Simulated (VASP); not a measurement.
Sn3Te2O:

```
CELL_PARAMETERS angstrom
6.74036 0.00000 0.00000
-3.37018 5.83732 0.00000
0.00000 0.00000 3.88229
ATOMIC_POSITIONS crystal
Sn 0.50000 0.00000 0.50000
Sn 0.50000 0.50000 0.50000
Sn 0.00000 0.50000 0.50000
Te 0.33333 0.66667 0.00000
Te 0.66667 0.33333 0.00000
O 0.00000 0.00000 0.00000
```

The cell was built from a structure type or drawn by symmetry, and may not be a known phase.

| Quantity | Value |
| --- | --- |
| Program | VASP 6.6.1 |
| Task | relaxation of cell and atoms |
| Functional | PBE |
| Potentials or basis | VASP PAW PBE potentials, release 64 (Sn_d, Te, O) |
| Cutoff | 600 eV |
| k mesh | 3 × 3 × 4 |
| Occupations | gaussian, width 0.1 eV |
| Spin | no spin polarisation |

At the start: pressure 21.1 GPa; volume 25.46 Å³/atom.

Task: Where does the relaxation end?

Result: Over 4 steps the energy falls by 531.7 meV/atom and the volume is 35.06 Å³/atom (+37.7 %); space group P6/mmm (No. 191, to 0.1 Å) before and after.

Step by step:
| step | energy change (eV) | largest force (eV/Å) | pressure (GPa) | volume (Å³) |
| --- | --- | --- | --- | --- |
| 1 | 0.0000 | 0.0000 | 21.10 | 152.75 |
| 2 | -2.8153 | 0.0000 | -3.34 | 238.38 |
| 3 | -3.1849 | 0.0000 | 0.47 | 206.96 |
| 4 | -3.1903 | 0.0000 | -0.06 | 210.35 |

Final structure:
```
CELL_PARAMETERS angstrom
7.28660 0.00000 0.00000
-3.64330 6.31038 0.00000
0.00000 0.00000 4.57458
ATOMIC_POSITIONS crystal
Sn 0.50000 0.00000 0.50000
Sn 0.50000 0.50000 0.50000
Sn 0.00000 0.50000 0.50000
Te 0.33333 0.66667 0.00000
Te 0.66667 0.33333 0.00000
O 0.00000 0.00000 0.00000
```

Caveat: the k points lie up to 0.34 Å⁻¹ apart in the final cell; the volume moved by over 15 % at a fixed basis, so the end points are rough.
